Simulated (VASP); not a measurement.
# Zr (P6_3/mmc) in VASP: further runs

Runs on Zr. Level: PBEsol. Tasks: single point.

Program: VASP 6.6.1. These are calculated values, not measurements. Logs are shortened: lines on timing, memory, paths and dates and some standing lists are left out, and cuts for length are marked.

## Step 1: The cell of the first run

It takes space group P6_3/mmc (No. 194, hexagonal). The conventional cell has a = 3.183 Å, b = 3.183 Å, c = 5.118 Å, α = 90.00°, β = 90.00°, γ = 120.00°. Within 4.1 Å of Zr (site symmetry -6m2) lie 12 Zr at 3.15 to 3.18 Å.

## Step 2: Single point, PBEsol

File INCAR:

```
SYSTEM = Zr
  PREC = Accurate
  ENCUT = 520
  EDIFF = 1E-7
  ISMEAR = 0
  SIGMA = 0.1
  LREAL = .False.
  LASPH = .True.
  NELM = 100
  ALGO = Normal
  ISIF = 2
  LWAVE = .False.
  LCHARG = .False.
  GGA = PS
  NBANDS = 19
```

File KPOINTS:

```
regular mesh
0
Gamma
  15 15 8
  0 0 0
```

File POSCAR:

```
Zr
1.0
   -1.5917155927     -2.7569322777      0.0000000000
   -1.5917155926      2.7569322777      0.0000000000
    0.0000000000      0.0000000000     -5.1176265417
Zr
2
Direct
    0.3333333333      0.6666666667      0.2500000000
    0.6666666667      0.3333333333      0.7500000000
```

Potentials or basis: VASP PAW PBE potentials, release 64 (Zr_sv).

Run with:

```bash
> cat potpaw_PBE.64/Zr_sv/POTCAR > POTCAR
> mpirun -np 1 vasp_std > vasp.out
```

OUTCAR:

```text
SYSTEM = Zr
   PREC = Accurate
   ENCUT = 520
   EDIFF = 1E-7
   ISMEAR = 0
   LREAL = .False.
   LASPH = .True.
   NELM = 100
   ISIF = 2
   GGA = PS

 ion  position               nearest neighbor table
   1  0.333  0.667  0.250-   2 3.15   2 3.15   2 3.15   2 3.15   2 3.15   2 3.15
   2  0.667  0.333  0.750-   1 3.15   1 3.15   1 3.15   1 3.15   1 3.15   1 3.15

  LATTYP: Found a hexagonal cell.
 ALAT       =     3.1834311854
 C/A-ratio  =     1.6075819591

  Lattice vectors:

 A1 = (  -1.5917155927,  -2.7569322777,   0.0000000000)
 A2 = (  -1.5917155926,   2.7569322777,   0.0000000000)
 A3 = (   0.0000000000,   0.0000000000,  -5.1176265417)

Analysis of symmetry for initial positions (statically):
=====================================================================
 Subroutine PRICEL returns:
 Original cell was already a primitive cell.

 Routine SETGRP: Setting up the symmetry group for a
 hexagonal supercell.

 Subroutine GETGRP returns: Found 24 space group operations
 (whereof 12 operations were pure point group operations)
 out of a pool of 24 trial point group operations.

The static configuration has the point symmetry D_3d.
 The point group associated with its full space group is D_6h.

Analysis of symmetry for dynamics (positions and initial velocities):
=====================================================================
 Subroutine PRICEL returns:
 Original cell was already a primitive cell.

 Routine SETGRP: Setting up the symmetry group for a
 hexagonal supercell.

 Subroutine GETGRP returns: Found 24 space group operations
 (whereof 12 operations were pure point group operations)
 out of a pool of 24 trial point group operations.

The dynamic configuration has the point symmetry D_3d.
 The point group associated with its full space group is D_6h.

 Subroutine INISYM returns: Found 24 space group operations
 (whereof 12 operations are pure point group operations),
 and found     1 'primitive' translations

----------------------------------------------------------------------------------------

                                     Primitive cell

  volume of cell :      44.9149

  direct lattice vectors                    reciprocal lattice vectors
    -1.591715593 -2.756932278  0.000000000    -0.314126470 -0.181361002  0.000000000
    -1.591715593  2.756932278  0.000000000    -0.314126470  0.181361002  0.000000000
     0.000000000  0.000000000 -5.117626542     0.000000000  0.000000000 -0.195403082

  length of vectors
     3.183431185  3.183431185  5.117626542     0.362722004  0.362722004  0.195403082

  position of ions in fractional coordinates (direct lattice)
     0.333333333  0.666666667  0.250000000
     0.666666667  0.333333333  0.750000000

  ion indices of the primitive-cell ions
   primitive index   ion index
                 1           1
                 2           2

----------------------------------------------------------------------------------------

 KPOINTS: regular mesh

Automatic generation of k-mesh.
 Grid dimensions read from file:
 generate k-points for:   15   15    8

 Generating k-lattice:

  Cartesian coordinates                     Fractional coordinates (reciprocal lattice)
    -0.020941765 -0.012090733  0.000000000     0.066666667 -0.000000000  0.000000000
    -0.020941765  0.012090733  0.000000000    -0.000000000  0.066666667  0.000000000
     0.000000000  0.000000000 -0.024425385     0.000000000  0.000000000  0.125000000

  Length of vectors
     0.024181467  0.024181467  0.024425385

  Shift w.r.t. Gamma in fractional coordinates (k-lattice)
     0.000000000  0.000000000  0.000000000

 Subroutine IBZKPT returns following result:
 ===========================================

 Found    135 irreducible k-points:

 Following reciprocal coordinates:
            Coordinates               Weight
  0.000000  0.000000  0.000000      1.000000
  0.066667 -0.000000  0.000000      6.000000
  0.133333 -0.000000  0.000000      6.000000
  0.200000  0.000000  0.000000      6.000000
  0.266667 -0.000000  0.000000      6.000000
  0.333333  0.000000  0.000000      6.000000
[... 16 lines left out ...]
  0.333333  0.200000  0.000000     12.000000
  0.400000  0.200000  0.000000      6.000000
 [... further k-points ...]
   k-points           NKPTS =    135   k-points in BZ     NKDIM =    135   number of bands    NBANDS=     19
   number of dos      NEDOS =    301   number of ions     NIONS =      2
   total plane-waves  NPLWV =  23040
   dimension x,y,z NGX =    24 NGY =   24 NGZ =   40
   dimension x,y,z NGXF=    48 NGYF=   48 NGZF=   80
   ions per type =               2
   NGX,Y,Z   is equivalent  to a cutoff of  12.53, 12.53, 12.99 a.u.
   NGXF,Y,Z  is equivalent  to a cutoff of  25.07, 25.07, 25.99 a.u.
 SYSTEM =  Zr
   PREC   = accura    normal or accurate (medium, high low for compatibility)
   ISTART =      0    job   : 0-new  1-cont  2-samecut
   ICHARG =      2    charge: 1-file 2-atom 10-const
   ISPIN  =      1    spin polarized calculation?
   LNONCOLLINEAR =      F non collinear calculations
   LSORBIT =      F    spin-orbit coupling
   LASPH  =      T    aspherical Exc in radial PAW
   ENCUT  =  520.0 eV  38.22 Ry    6.18 a.u.   5.92  5.92  9.52*2*pi/ulx,y,z
   NELM   =    100;   NELMIN=  2; NELMDL= -5     # of ELM steps
   EDIFF  = 0.1E-06   stopping-criterion for ELM
   LREAL  =      F    real-space projection
   EDIFFG = 0.1E-05   stopping-criterion for IOM
   NSW    =      0    number of steps for IOM
   IBRION =     -1    ionic relax: 0-MD 1-quasi-New 2-CG
   NFREE  =      0    steps in history (QN), initial steepest desc. (CG)
   ISIF   =      2    stress and relaxation
   ISYM   =      2    0-nonsym 1-usesym 2-fastsym
   POTIM  = 0.5000    time-step for ionic-motion
   TEBEG  =    0.0;   TEEND  =   0.0 temperature during run
   PSTRESS=    0.0 pullay stress
   NELECT =      24.0000    total number of electrons
   NUPDOWN=      -1.0000    fix difference up-down
   EMIN   =  10.00;   EMAX   =-10.00  energy-range for DOS
   EFERMI =   0.00;   METHOD = LEGACY
   ISMEAR =     0;   SIGMA  =   0.10  broadening in eV -4-tet -1-fermi 0-gaus
   EFERMI_NEDOS =   21; number of points for ismear=-14 and -15
   IALGO  =     38    algorithm
   IMIX   =      4    mixing-type and parameters
     AMIX     =   0.40;   BMIX     =  1.00
     AMIX_MAG =   1.60;   BMIX_MAG =  1.00
  volume/ion in A,a.u.               =      22.46       151.55
  Fermi-wavevector in a.u.,A,eV,Ry     =   1.328460  2.510426 24.011648  1.764806
  Thomas-Fermi vector in A             =   2.457696
   LORBIT       =      0    0 simple, 1 ext, 2 COOP (PROOUT), +10 PAW based schemes
   GGA     = PS    functional components
   LHFCALC =     F    Hartree Fock is set to
   AEXX    =    0.0000 exact exchange contribution
   IVDW    =     0    specifies the selected vdW correction
   LEPSILON=     F    determine dielectric tensor
   LRPA    =     F    only Hartree local field effects (RPA)
 non-spin polarized calculation
 Gauss-broadening in eV      SIGMA  =   0.10
  energy-cutoff  :      520.00
  volume of cell :       44.91
 maximum number of plane-waves:      1230
 NGX is ok and might be reduce to    24
   NGX = 11   NGY = 11   NGZ = 19

 number of electron      24.0000000 magnetization

 Free energy of the ion-electron system (eV)
  ---------------------------------------------------
  ext. energy  EPLUGINS =         0.00000000
  ---------------------------------------------------
  free energy    TOTEN  =       -18.16744906 eV

  energy without entropy =      -18.15722510  energy(sigma->0) =      -18.16233708

 E-fermi :   9.2879     XC(G=0): -11.3679

 val. band max:        9.2752570749   @ k =   0.1333  -0.0000   0.3750
 cond. band min:       9.2884418692   @ k =   0.3333   0.3333   0.5000
 fundamental gap:      0.0131847942
 Fermi energy:         9.2878963279

 k-point     1 :       0.0000    0.0000    0.0000
  band No.  band energies     occupation
      1     -39.3940      2.00000
      2     -39.2190      2.00000
      3     -18.0056      2.00000
      4     -17.0219      2.00000
      5     -17.0219      2.00000
      6     -16.8849      2.00000
[... 11 lines left out ...]
     18      11.5357      0.00000
     19      13.8997      0.00000

 k-point     2 :       0.0667   -0.0000    0.0000
  band No.  band energies     occupation
      1     -39.3880      2.00000
      2     -39.2163      2.00000
      3     -17.9902      2.00000
      4     -17.0575      2.00000
      5     -17.0334      2.00000
      6     -16.9070      2.00000
[... 11 lines left out ...]
     18      11.4176      0.00000
     19      13.9872      0.00000

 k-point     3 :       0.1333   -0.0000    0.0000
  band No.  band energies     occupation
      1     -39.3707      2.00000
      2     -39.2088      2.00000
      3     -17.9454      2.00000
      4     -17.1578      2.00000
      5     -17.0650      2.00000
      6     -17.0092      2.00000
[... 11 lines left out ...]
     18      11.3126      0.00000
     19      14.1873      0.00000

 k-point     4 :       0.2000    0.0000    0.0000
  band No.  band energies     occupation
      1     -39.3444      2.00000
      2     -39.1984      2.00000
      3     -17.8750      2.00000
      4     -17.3053      2.00000
      5     -17.1547      2.00000
      6     -17.1097      2.00000
[... 11 lines left out ...]
     18      11.8557      0.00000
     19      14.4007      0.00000

 k-point     5 :       0.2667   -0.0000    0.0000
  band No.  band energies     occupation
      1     -39.3129      2.00000
      2     -39.1877      2.00000
      3     -17.7856      2.00000
      4     -17.4738      2.00000
      5     -17.3151      2.00000
      6     -17.1592      2.00000
[... 11 lines left out ...]
     18      12.5620      0.00000
     19      14.5721      0.00000
[... 334 lines left out ...]
      2     -39.1777      2.00000
      3     -17.6611      2.00000
      4     -17.5489      2.00000
      5     -17.5245      2.00000
      6     -17.2229      2.00000
[... 11 lines left out ...]
     18      14.1514      0.00000
     19      14.3578      0.00000

 k-point    22 :       0.2667    0.2000    0.0000
  band No.  band energies     occupation
      1     -39.2452      2.00000
      2     -39.1748      2.00000
      3     -17.6527      2.00000
      4     -17.5675      2.00000
      5     -17.5626      2.00000
      6     -17.3028      2.00000
[... 11 lines left out ...]
     18      14.3199      0.00000
     19      15.0793      0.00000

 k-point    23 :       0.3333    0.2000    0.0000
  band No.  band energies     occupation
      1     -39.2234      2.00000
      2     -39.1762      2.00000
      3     -17.7230      2.00000
      4     -17.5689      2.00000
      5     -17.4824      2.00000
      6     -17.3780      2.00000
[... 11 lines left out ...]
     18      14.2925      0.00000
     19      15.8103      0.00000

 k-point    24 :       0.4000    0.2000    0.0000
  band No.  band energies     occupation
      1     -39.2139      2.00000
      2     -39.1784      2.00000
      3     -17.7475      2.00000
      4     -17.5640      2.00000
      5     -17.4410      2.00000
      6     -17.4124      2.00000
[... 11 lines left out ...]
     18      14.2823      0.00000
     19      16.0117      0.00000

 [... further k-points ...]
[... 5 lines left out ...]
  --------------------------------------------------------------------------------------
  -------------------------------------------------------------------------------------
  Total        0.0157563      0.0157563      0.0171852      0.0000000     -0.0000000     -0.0000000
  in kB        0.5620480      0.5620480      0.6130221      0.0000000     -0.0000000     -0.0000000
  external PRESSURE =       0.5790394 kB  Pullay stress =       0.0000000 kB

 VOLUME and BASIS-vectors are now :
 -----------------------------------------------------------------------------
  energy-cutoff  :      520.00
  volume of cell :       44.91
      direct lattice vectors                 reciprocal lattice vectors
    -1.591715593 -2.756932278  0.000000000    -0.314126470 -0.181361002  0.000000000
    -1.591715593  2.756932278  0.000000000    -0.314126470  0.181361002  0.000000000
     0.000000000  0.000000000 -5.117626542     0.000000000  0.000000000 -0.195403082

 POSITION                                       TOTAL-FORCE (eV/Angst)
 -----------------------------------------------------------------------------------
     -1.59172      0.91898     -1.27941         0.000000      0.000000      0.000000
     -1.59172     -0.91898     -3.83822        -0.000000     -0.000000      0.000000
 -----------------------------------------------------------------------------------
    total drift:                               -0.000000      0.000000      0.000000

  FREE ENERGIE OF THE ION-ELECTRON SYSTEM (eV)
  ---------------------------------------------------
  free  energy   TOTEN  =       -18.1674490622 eV

  energy  without entropy=      -18.1572250966  energy(sigma->0) =      -18.16233708
```

It took 90 s on 1 thread of Intel Xeon Platinum 8488C (Sapphire Rapids), shared host; peak memory 0.22 GiB.

Results:

| Item | Value |
| --- | --- |
| Free energy | -18.1674 eV |
| Pressure | 0.1 GPa |
| Band gap on the k mesh | zero (band 12 reaches 10.25 eV, above the bottom of band 13 at 8.94 eV) |

Caveat: the PAW data sets were made with another functional, which shifts forces and pressure a little.

## Step 3: Single point, PBEsol

This run uses another cell than the first one, of 23.28 Å³/atom, 1.037 times its volume.

File INCAR:

```
SYSTEM = Zr
ALGO = Normal
EDIFF = 1E-6
ENCUT = 520
GGA = PS
ISIF = 2
ISMEAR = 0
LASPH = .True.
LCHARG = .False.
LREAL = .False.
LWAVE = .False.
NBANDS = 19
NELM = 80
PREC = Accurate
SIGMA = 0.1
```

File KPOINTS:

```
k-points
0
Gamma
  6 6 4
  0 0 0
```

File POSCAR:

```
Zr
1.0
   -1.6159991113     -2.7989925656      0.0000000000
   -1.6159991112      2.7989925656      0.0000000000
    0.0000000000      0.0000000000     -5.1470000000
Zr
2
Direct
    0.3333333333      0.6666666667      0.2500000000
    0.6666666667      0.3333333335      0.7500000000
```

Potentials or basis: VASP PAW PBE potentials, release 64 (Zr_sv).

Run with:

```bash
> cat potpaw_PBE.64/Zr_sv/POTCAR > POTCAR
> mpirun -np 1 vasp_std > vasp.out
```

Run time: 8 s. Hardware: 1 thread of Intel Xeon Platinum 8488C (Sapphire Rapids), shared host; peak memory 0.16 GiB.

The run converged. Its results:

- Free energy: -18.1433 eV
- Pressure: -3.5 GPa
- Band gap on the k mesh: zero (band 12 reaches 9.73 eV, above the bottom of band 13 at 8.84 eV)

Stress tensor (GPa, compression positive):
```
-3.73  0.00  0.00
 0.00 -3.73  0.00
 0.00  0.00 -2.97
```

Levels at points of the mesh, in eV from the Fermi level:
```csv
k point,band 8,band 9,band 10,band 11,band 12,band 13,band 14,band 15,band 16,band 17
"(0.00, 0.00, 0.00)",-26.31,-5.72,-3.09,0.81,0.81,0.96,1.13,1.51,1.51,2.08
"(0.50, 0.00, 0.00)",-26.42,-2.62,-2.57,-2.20,-0.26,0.47,0.73,1.41,4.87,5.27
"(0.00, 0.00, 0.50)",-26.38,-4.01,-4.01,-0.01,-0.01,0.71,0.71,0.71,0.71,3.90
"(0.50, 0.00, 0.50)",-26.54,-2.93,-2.93,-1.11,-1.11,1.58,1.58,2.15,2.15,5.10
```

Caveat: the k points lie up to 0.37 Å⁻¹ apart; the PAW data sets were made with another functional, which shifts forces and pressure a little.

## Step 4: Single point, PBEsol

File INCAR:

```
SYSTEM = Zr
  PREC = Accurate
  ENCUT = 520
  EDIFF = 1E-7
  ISMEAR = 0
  SIGMA = 0.1
  LREAL = .False.
  LASPH = .True.
  NELM = 100
  ALGO = Normal
  ISIF = 2
  LWAVE = .False.
  LCHARG = .False.
  GGA = PS
  NBANDS = 19
```

File KPOINTS:

```
regular mesh
0
Gamma
  15 15 8
  0 0 0
```

File POSCAR:

```
Zr
1.0
   -1.5917155968     -2.7569322849      0.0000000000
   -1.5917155968      2.7569322849      0.0000000000
    0.0000000000      0.0000000000     -5.1176265297
Zr
2
Direct
    0.3333333333      0.6666666667      0.2500000000
    0.6666666667      0.3333333333      0.7500000000
```

Run with:

```bash
> cat potpaw_PBE.64/Zr_sv/POTCAR > POTCAR
> mpirun -np 1 vasp_std > vasp.out
```

It took 36 s on 1 thread of Intel Xeon Platinum 8488C (Sapphire Rapids), shared host; peak memory 0.22 GiB.

Results (log left out):

```yaml
Free_energy: -18.1674 eV
Pressure: 0.1 GPa
Band_gap_on_the_k_mesh: zero (band 12 reaches 10.25 eV, above the bottom of band 13 at 8.94 eV)
```

Levels at points of the mesh, in eV from the Fermi level:
```csv
k point,band 9,band 10,band 11,band 12,band 13,band 14,band 15,band 16
"(0.00, 0.00, 0.00)",-5.75,-3.16,0.86,0.86,0.93,1.23,1.57,1.57
"(0.00, 0.00, 0.50)",-4.02,-4.02,-0.02,-0.02,0.78,0.78,0.78,0.78
```

Caveat: the PAW data sets were made with another functional, which shifts forces and pressure a little.
